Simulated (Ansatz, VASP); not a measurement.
## Cs2Ga: VASP beside Ansatz

```
Cs Ga
1.0
     6.71649    0.00000    0.00000
    -3.35824    5.81665    0.00000
     0.00000    0.00000    3.95572
Cs Ga
2 1
Cartesian
  0.0000 3.8778 1.9779
  3.3582 1.9389 1.9779
  0.0000 0.0000 0.0000
```

Alike in both runs: functional PBE; k mesh 6 × 6 × 4; occupations gaussian, width 0.1 eV; no spin polarisation.

Ansatz relaxed the structure, and its values are those at the end. VASP's run is a single point on that final structure, the one shown.

|  | VASP | Ansatz |
| --- | --- | --- |
| version | VASP 6.6.1 | Ansatz 0.2.0 |
| potentials or method | VASP PAW PBE potentials, release 64 (Cs_sv, Ga_d), cutoff 500 eV | scalar-relativistic, plane waves, PAW |
| valence electrons in the cell | 31 | 31 |

```tsv
	VASP	Ansatz	Ansatz less VASP
gap on the k mesh at the Fermi level (eV)	none	none	-
pressure (GPa)	0.1	0.1	-0.01
```

A gap of «none» marks a metal or a gap that the smearing closes.

The k mesh is coarse, so the values compare programs but aren't converged. Neither program's run includes spin-orbit coupling.
